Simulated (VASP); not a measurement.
# MgO3 (Pmmm) in VASP: a series of runs

MgO3 is run at these levels: PBE; tasks: single point, relaxation of cell and atoms.

Everything below comes from runs of VASP 6.6.1. Logs are shortened: lines on timing, memory, paths and dates and some standing lists are left out, and cuts for length are marked.

## (1) The cell of the first run

The structure is orthorhombic, space group Pmmm (No. 47). The conventional cell has a = 2.809 Å, b = 4.945 Å, c = 5.246 Å, α = 90.00°, β = 90.00°, γ = 90.00°. Mg (site symmetry mmm) has 6 O at 1.97 to 2.62 Å within 2.7 Å. Within 2.5 Å of O (site symmetry mm2) lie 3 O at 1.88 to 2.49 Å and 2 Mg at 1.97 Å. Within 2.5 Å of O (site symmetry mmm) lie 4 O at 1.88 Å.

The cell was generated, and may not be a known phase.

## (2) Single point, PBE

Contents of INCAR:

```
SYSTEM = MgO3
PREC     = Accurate       ! precision mode
ENCUT    = 520            ! plane-wave cutoff, eV
EDIFF    = 1E-6           ! SCF threshold, eV
ISMEAR   = 0              ! smearing method
SIGMA    = 0.1            ! smearing width, eV
LREAL    = .False.        ! projectors in reciprocal space
LASPH    = .True.         ! aspherical terms in the spheres
NELM     = 60             ! most SCF steps
ALGO     = Normal         ! electronic algorithm
ISIF     = 2              ! what is computed and relaxed
LWAVE    = .False.        ! write WAVECAR
LCHARG   = .True.         ! write CHGCAR
GGA      = PE             ! functional
LELF     = .True.         ! ELF
LVHAR    = .True.       
NBANDS   = 18             ! bands
```

Contents of KPOINTS:

```
Automatic mesh
0
Gamma
  8 8 2
  0 0 0
```

Contents of POSCAR:

```
MgO3
1.0
    4.9448943550      0.0000000000      0.0000000000
    0.0000000000      2.8089202832      0.0000000000
    0.0000000000      0.0000000000      5.2458503902
Mg O
1 3
Direct
    0.0000000000      0.0000000000      0.0000000000
    0.0000000000      0.5000000000      0.2626282736
    0.0000000000      0.0000000000      0.5000000000
    0.0000000000      0.5000000000      0.7373717264
```

Potentials or basis: VASP PAW PBE potentials, release 64 (Mg, O).

Started as:

```sh
$ cat potpaw_PBE.64/Mg/POTCAR potpaw_PBE.64/O/POTCAR > POTCAR
$ mpirun -np 1 vasp_std > vasp.out
```

OUTCAR:

```text
SYSTEM = MgO3
   PREC = Accurate
   ENCUT = 520
   EDIFF = 1E-6
   ISMEAR = 0
   LREAL = .False.
   LASPH = .True.
   NELM = 60
   ISIF = 2
   GGA = PE

 ion  position               nearest neighbor table
   1  0.000  0.000  0.000-   2 1.97   4 1.97   2 1.97   4 1.97   3 2.62   3 2.62
   2  0.000  0.500  0.263-   3 1.88   3 1.88   1 1.97   1 1.97
   3  0.000  0.000  0.500-   2 1.88   4 1.88   2 1.88   4 1.88   1 2.62   1 2.62
   4  0.000  0.500  0.737-   3 1.88   3 1.88   1 1.97   1 1.97

  LATTYP: Found a simple orthorhombic cell.
 ALAT       =     2.8089202832
 B/A-ratio  =     1.7604253081
 C/A-ratio  =     1.8675682687

  Lattice vectors:

 A1 = (   0.0000000000,  -2.8089202832,   0.0000000000)
 A2 = (   4.9448943550,   0.0000000000,   0.0000000000)
 A3 = (   0.0000000000,   0.0000000000,   5.2458503902)

Analysis of symmetry for initial positions (statically):
=====================================================================
 Subroutine PRICEL returns:
 Original cell was already a primitive cell.

 Routine SETGRP: Setting up the symmetry group for a
 simple orthorhombic supercell.

 Subroutine GETGRP returns: Found  8 space group operations
 (whereof  8 operations were pure point group operations)
 out of a pool of  8 trial point group operations.

The static configuration has the point symmetry D_2h.

Analysis of symmetry for dynamics (positions and initial velocities):
=====================================================================
 Subroutine PRICEL returns:
 Original cell was already a primitive cell.

 Routine SETGRP: Setting up the symmetry group for a
 simple orthorhombic supercell.

 Subroutine GETGRP returns: Found  8 space group operations
 (whereof  8 operations were pure point group operations)
 out of a pool of  8 trial point group operations.

The dynamic configuration has the point symmetry D_2h.

 Subroutine INISYM returns: Found  8 space group operations
 (whereof  8 operations are pure point group operations),
 and found     1 'primitive' translations

----------------------------------------------------------------------------------------

                                     Primitive cell

  volume of cell :      72.8639

  direct lattice vectors                    reciprocal lattice vectors
     4.944894355  0.000000000  0.000000000     0.202228790  0.000000000  0.000000000
     0.000000000  2.808920283  0.000000000     0.000000000  0.356008679  0.000000000
     0.000000000  0.000000000  5.245850390     0.000000000  0.000000000  0.190626862

  length of vectors
     4.944894355  2.808920283  5.245850390     0.202228790  0.356008679  0.190626862

  position of ions in fractional coordinates (direct lattice)
     0.000000000  0.000000000  0.000000000
     0.000000000  0.500000000  0.262628274
     0.000000000  0.000000000  0.500000000
     0.000000000  0.500000000  0.737371726

  ion indices of the primitive-cell ions
   primitive index   ion index
                 1           1
                 2           2
                 3           3
                 4           4

----------------------------------------------------------------------------------------

 KPOINTS: Automatic mesh

Automatic generation of k-mesh.
 Grid dimensions read from file:
 generate k-points for:    8    8    2

 Generating k-lattice:

  Cartesian coordinates                     Fractional coordinates (reciprocal lattice)
     0.025278599  0.000000000  0.000000000     0.125000000  0.000000000  0.000000000
     0.000000000  0.044501085  0.000000000     0.000000000  0.125000000  0.000000000
     0.000000000  0.000000000  0.095313431     0.000000000  0.000000000  0.500000000

  Length of vectors
     0.025278599  0.044501085  0.095313431

  Shift w.r.t. Gamma in fractional coordinates (k-lattice)
     0.000000000  0.000000000  0.000000000

 Subroutine IBZKPT returns following result:
 ===========================================

 Found     50 irreducible k-points:

 Following reciprocal coordinates:
            Coordinates               Weight
  0.000000  0.000000  0.000000      1.000000
  0.125000  0.000000  0.000000      2.000000
  0.250000  0.000000  0.000000      2.000000
  0.375000  0.000000  0.000000      2.000000
  0.500000  0.000000  0.000000      1.000000
  0.000000  0.125000  0.000000      2.000000
[... 16 lines left out ...]
  0.250000  0.500000  0.000000      2.000000
  0.375000  0.500000  0.000000      2.000000
 [... further k-points ...]
   k-points           NKPTS =     50   k-points in BZ     NKDIM =     50   number of bands    NBANDS=     18
   number of dos      NEDOS =    301   number of ions     NIONS =      4
   total plane-waves  NPLWV =  38400
   dimension x,y,z NGX =    40 NGY =   24 NGZ =   40
   dimension x,y,z NGXF=    80 NGYF=   48 NGZF=   80
   ions per type =               1   3
   NGX,Y,Z   is equivalent  to a cutoff of  13.45, 14.20, 12.68 a.u.
   NGXF,Y,Z  is equivalent  to a cutoff of  26.90, 28.41, 25.35 a.u.
 SYSTEM =  MgO3
   PREC   = accura    normal or accurate (medium, high low for compatibility)
   ISTART =      0    job   : 0-new  1-cont  2-samecut
   ICHARG =      2    charge: 1-file 2-atom 10-const
   ISPIN  =      1    spin polarized calculation?
   LNONCOLLINEAR =      F non collinear calculations
   LSORBIT =      F    spin-orbit coupling
   LASPH  =      T    aspherical Exc in radial PAW
   ENCUT  =  520.0 eV  38.22 Ry    6.18 a.u.   9.19  5.22  9.75*2*pi/ulx,y,z
   NELM   =     60;   NELMIN=  2; NELMDL= -5     # of ELM steps
   EDIFF  = 0.1E-05   stopping-criterion for ELM
   LREAL  =      F    real-space projection
   EDIFFG = 0.1E-04   stopping-criterion for IOM
   NSW    =      0    number of steps for IOM
   IBRION =     -1    ionic relax: 0-MD 1-quasi-New 2-CG
   NFREE  =      0    steps in history (QN), initial steepest desc. (CG)
   ISIF   =      2    stress and relaxation
   ISYM   =      2    0-nonsym 1-usesym 2-fastsym
   POTIM  = 0.5000    time-step for ionic-motion
   TEBEG  =    0.0;   TEEND  =   0.0 temperature during run
   PSTRESS=    0.0 pullay stress
   NELECT =      20.0000    total number of electrons
   NUPDOWN=      -1.0000    fix difference up-down
   EMIN   =  10.00;   EMAX   =-10.00  energy-range for DOS
   EFERMI =   0.00;   METHOD = LEGACY
   ISMEAR =     0;   SIGMA  =   0.10  broadening in eV -4-tet -1-fermi 0-gaus
   EFERMI_NEDOS =   21; number of points for ismear=-14 and -15
   IALGO  =     38    algorithm
   IMIX   =      4    mixing-type and parameters
     AMIX     =   0.40;   BMIX     =  1.00
     AMIX_MAG =   1.60;   BMIX_MAG =  1.00
  volume/ion in A,a.u.               =      18.22       122.93
  Fermi-wavevector in a.u.,A,eV,Ry     =   1.063932  2.010541 15.401145  1.131952
  Thomas-Fermi vector in A             =   2.199434
   LORBIT       =      0    0 simple, 1 ext, 2 COOP (PROOUT), +10 PAW based schemes
   GGA     = PE    functional components
   LHFCALC =     F    Hartree Fock is set to
   AEXX    =    0.0000 exact exchange contribution
   IVDW    =     0    specifies the selected vdW correction
   LEPSILON=     F    determine dielectric tensor
   LRPA    =     F    only Hartree local field effects (RPA)
 non-spin polarized calculation
 Gauss-broadening in eV      SIGMA  =   0.10
  energy-cutoff  :      520.00
  volume of cell :       72.86
 maximum number of plane-waves:      1992
 NGX is ok and might be reduce to    40
   NGX = 19   NGY = 11   NGZ = 19

 number of electron      19.9999996 magnetization

 Free energy of the ion-electron system (eV)
  ---------------------------------------------------
  ext. energy  EPLUGINS =         0.00000000
  ---------------------------------------------------
  free energy    TOTEN  =       -16.86942735 eV

  energy without entropy =      -16.86229250  energy(sigma->0) =      -16.86585992

 E-fermi :  -1.1410     XC(G=0):  -7.0166

 val. band max:       -1.2049450303   @ k =   0.0000   0.1250   0.5000
 cond. band min:      -1.1134606580   @ k =   0.5000   0.0000   0.5000
 fundamental gap:      0.0914843723
 Fermi energy:        -1.1410083215

 k-point     1 :       0.0000    0.0000    0.0000
  band No.  band energies     occupation
      1     -21.5911      2.00000
      2     -18.4434      2.00000
      3     -16.1574      2.00000
      4      -5.9150      2.00000
      5      -5.2821      2.00000
      6      -4.8496      2.00000
[... 10 lines left out ...]
     17      11.0834      0.00000
     18      12.1713      0.00000

 k-point     2 :       0.1250    0.0000    0.0000
  band No.  band energies     occupation
      1     -21.5909      2.00000
      2     -18.4432      2.00000
      3     -16.1571      2.00000
      4      -5.9149      2.00000
      5      -5.3055      2.00000
      6      -4.8495      2.00000
[... 10 lines left out ...]
     17      11.4010      0.00000
     18      12.1347      0.00000

 k-point     3 :       0.2500    0.0000    0.0000
  band No.  band energies     occupation
      1     -21.5903      2.00000
      2     -18.4427      2.00000
      3     -16.1563      2.00000
      4      -5.9146      2.00000
      5      -5.3604      2.00000
      6      -4.8492      2.00000
[... 10 lines left out ...]
     17      11.8809      0.00000
     18      12.0589      0.00000

 k-point     4 :       0.3750    0.0000    0.0000
  band No.  band energies     occupation
      1     -21.5894      2.00000
      2     -18.4421      2.00000
      3     -16.1556      2.00000
      4      -5.9144      2.00000
      5      -5.4131      2.00000
      6      -4.8490      2.00000
[... 375 lines left out ...]
      4      -7.9543      2.00000
      5      -7.6875      2.00000
      6      -4.2273      2.00000
[... 10 lines left out ...]
     17      11.3015      0.00000
     18      11.4789      0.00000

 k-point    23 :       0.2500    0.5000    0.0000
  band No.  band energies     occupation
      1     -19.1863      2.00000
      2     -18.7489      2.00000
      3     -17.7994      2.00000
      4      -7.9531      2.00000
      5      -7.6862      2.00000
      6      -4.2200      2.00000
[... 10 lines left out ...]
     17      10.7847      0.00000
     18      11.6353      0.00000

 k-point    24 :       0.3750    0.5000    0.0000
  band No.  band energies     occupation
      1     -19.1859      2.00000
      2     -18.7483      2.00000
      3     -17.7992      2.00000
      4      -7.9520      2.00000
      5      -7.6848      2.00000
      6      -4.2125      2.00000
[... 10 lines left out ...]
     17      10.4591      0.00000
     18      11.2934      0.00000

 [... further k-points ...]

------------------------ aborting loop because EDIFF is reached ----------------------------------------

  FORCE on cell =-STRESS in cart. coord.  units (eV):
  Direction    XX          YY          ZZ          XY          YZ          ZX
  --------------------------------------------------------------------------------------
  -------------------------------------------------------------------------------------
  Total        0.0940305     -0.0683840     -0.0585114      0.0000000      0.0000000      0.0000000
  in kB        2.0676013     -1.5036697     -1.2865864      0.0000000      0.0000000      0.0000000
  external PRESSURE =      -0.2408849 kB  Pullay stress =       0.0000000 kB

 VOLUME and BASIS-vectors are now :
 -----------------------------------------------------------------------------
  energy-cutoff  :      520.00
  volume of cell :       72.86
      direct lattice vectors                 reciprocal lattice vectors
     4.944894355  0.000000000  0.000000000     0.202228790  0.000000000  0.000000000
     0.000000000  2.808920283  0.000000000     0.000000000  0.356008679  0.000000000
     0.000000000  0.000000000  5.245850390     0.000000000  0.000000000  0.190626862

 POSITION                                       TOTAL-FORCE (eV/Angst)
 -----------------------------------------------------------------------------------
      0.00000      0.00000      0.00000         0.000000      0.000000      0.000000
      0.00000      1.40446      1.37771         0.000000      0.000000     -0.020559
      0.00000      0.00000      2.62293         0.000000      0.000000      0.000000
      0.00000      1.40446      3.86814         0.000000     -0.000000      0.020559
 -----------------------------------------------------------------------------------
    total drift:                               -0.000000      0.000000      0.000000

  FREE ENERGIE OF THE ION-ELECTRON SYSTEM (eV)
  ---------------------------------------------------
  free  energy   TOTEN  =       -16.8694273484 eV

  energy  without entropy=      -16.8622925007  energy(sigma->0) =      -16.86585992
```

Run time: 37 s. Hardware: 1 thread of AMD EPYC 9R45 (Zen 5), shared host; peak memory 0.18 GiB.

Results:

| Property | Result |
| --- | --- |
| Free energy | -16.8694 eV |
| Pressure | 0.0 GPa |
| Largest force | 0.021 eV/Å |
| Band gap on the k mesh | 0.09 eV (least direct gap 0.37 eV) |

Forces in eV/Å, atoms in the order of the input:
```
Mg   0.000  0.000  0.000
O    0.000  0.000 -0.021
O    0.000  0.000  0.000
O    0.000  0.000  0.021
```

Stress tensor (GPa, compression positive):
```
 0.21  0.00  0.00
 0.00 -0.15  0.00
 0.00  0.00 -0.13
```

Levels at points of the mesh, in eV from the valence-band top:
```tsv
k point	band 6	band 7	band 8	band 9	band 10	band 11	band 12	band 13	band 14	band 15
(0.00, 0.00, 0.00)	-3.64	-3.40	-1.73	-1.65	-0.30	0.89	1.34	3.23	7.69	8.84
(0.50, 0.00, 0.00)	-3.64	-3.37	-1.73	-1.72	-0.41	0.90	1.34	4.59	6.02	9.21
(0.00, 0.50, 0.00)	-3.03	-2.01	-1.91	-1.07	-1.07	1.69	1.80	7.01	8.19	9.21
(0.50, 0.50, 0.00)	-3.00	-2.06	-1.99	-1.10	-1.07	1.71	1.81	6.99	8.80	9.01
(0.00, 0.00, 0.50)	-3.87	-2.25	-1.73	-1.57	-0.36	0.11	1.37	3.99	6.15	7.77
(0.50, 0.00, 0.50)	-3.98	-2.45	-1.73	-1.57	-0.28	0.09	1.37	4.82	6.58	7.61
(0.00, 0.50, 0.50)	-2.61	-2.33	-2.01	-1.55	-1.47	1.24	2.59	7.31	8.70	8.94
(0.50, 0.50, 0.50)	-2.60	-2.32	-2.05	-1.62	-1.52	1.27	2.59	6.96	8.93	9.22
```

Caveat: the k points lie up to 0.60 Å⁻¹ apart; semilocal functionals underestimate gaps, and a narrow one can read as zero. A k mesh can miss the band edges.

## (3) Relaxation of cell and atoms, PBE

This run uses another cell than the first one, of 11.29 Å³/atom.

Contents of INCAR:

```
ALGO = Normal
EDIFF = 1E-6
EDIFFG = -0.04
ENCUT = 600
GGA = PE
IBRION = 2
ISIF = 3
ISMEAR = 0
LASPH = T
LCHARG = F
LREAL = F
LWAVE = F
NELM = 80
NSW = 90
PREC = Accurate
SIGMA = 0.1
```

Contents of KPOINTS:

```
k-points
0
Gamma
  8 8 2
```

Contents of POSCAR:

```
MgO3
1.0
    2.2756650900      0.0000000000      0.0000000000
    0.0000000000      2.3500063700      0.0000000000
    0.0000000000      0.0000000000      8.4438435000
Mg O
1 3
Direct
    0.0000000000      0.0000000000      0.0000000000
    0.0000000000      0.5000000000      0.2560429900
    0.0000000000      0.0000000000      0.5000000000
    0.0000000000      0.5000000000      0.7439570100
```

Potentials or basis: VASP PAW PBE potentials, release 64 (Mg, O).

Started as:

```sh
$ cat potpaw_PBE.64/Mg/POTCAR potpaw_PBE.64/O/POTCAR > POTCAR
$ mpirun -np 1 vasp_std > vasp.out
```

It took 3.4 min on 1 thread of AMD EPYC 9R45 (Zen 5), shared host; peak memory 0.17 GiB.

Results (log left out):

* Free energy: -16.1783 eV
* Relaxed volume: 10.97 Å³/atom
* Relaxed cell: a = 3.024 Å, b = 2.762 Å, c = 5.255 Å, α = 90.00°, β = 90.00°, γ = 90.00°
* Space group after relaxing (to 0.1 Å): Pmmm (No. 47)
* Pressure after relaxing: 0.1 GPa
* Largest force after relaxing: 0.016 eV/Å
* Band gap on the k mesh: zero (bands 10 and 11 overlap by 0.42 eV)

Forces in eV/Å, atoms in the order of the input:
```
Mg   0.000  0.000  0.000
O    0.000  0.000  0.016
O    0.000  0.000  0.000
O    0.000  0.000 -0.016
```

Stress tensor (GPa, compression positive):
```
-0.03  0.00  0.00
 0.00  0.01  0.00
 0.00  0.00  0.26
```

Final structure:
```cif
data_structure
_symmetry_space_group_name_H-M 'P 1'
_symmetry_Int_Tables_number 1
_cell_length_a 3.0240
_cell_length_b 2.7616
_cell_length_c 5.2552
_cell_angle_alpha 90.000
_cell_angle_beta 90.000
_cell_angle_gamma 90.000
_cell_volume 43.89
loop_
_atom_site_label
_atom_site_type_symbol
_atom_site_fract_x
_atom_site_fract_y
_atom_site_fract_z
_atom_site_occupancy
Mg1 Mg 0.00000 0.00000 0.00000 1
O1 O 0.00000 0.50000 0.26252 1
O2 O 0.00000 0.00000 0.50000 1
O3 O 0.00000 0.50000 0.73748 1
```

Levels at points of the mesh, in eV from the Fermi level:
```
           k point  band 6  band 7  band 8  band 9  band 10  band 11  band 12  band 13  band 14
(0.00, 0.00, 0.00)   -4.10   -3.32   -2.09   -1.24     0.06     0.61     1.04     2.81     9.78
(0.50, 0.00, 0.00)   -4.05   -3.42   -2.85   -1.97    -1.34     0.77     1.15     4.56    10.55
(0.00, 0.50, 0.00)   -3.77   -1.63   -1.59   -1.37    -0.81     1.34     1.47     5.45     8.33
(0.50, 0.50, 0.00)   -3.16   -3.12   -2.78   -2.00    -1.49     1.60     1.62     5.19     8.54
(0.00, 0.00, 0.50)   -3.23   -2.10   -1.97   -1.52    -0.94     0.26     1.07     3.56     8.03
(0.50, 0.00, 0.50)   -4.92   -3.95   -1.94   -1.79    -0.53    -0.19     1.15     4.59    11.02
(0.00, 0.50, 0.50)   -3.25   -2.89   -1.63   -1.12    -1.08     0.61     2.39     5.71     8.44
(0.50, 0.50, 0.50)   -2.88   -2.77   -2.74   -2.58    -2.48     1.17     2.43     4.87     8.88
```

Caveat: the k points lie up to 0.60 Å⁻¹ apart in the final cell; semilocal functionals underestimate gaps, and a narrow one can read as zero; a cell axis changed by over 15 % at a fixed basis, so the end point is rough.

The gap in the log of VASP goes by the Fermi energy; the results here count the filled bands.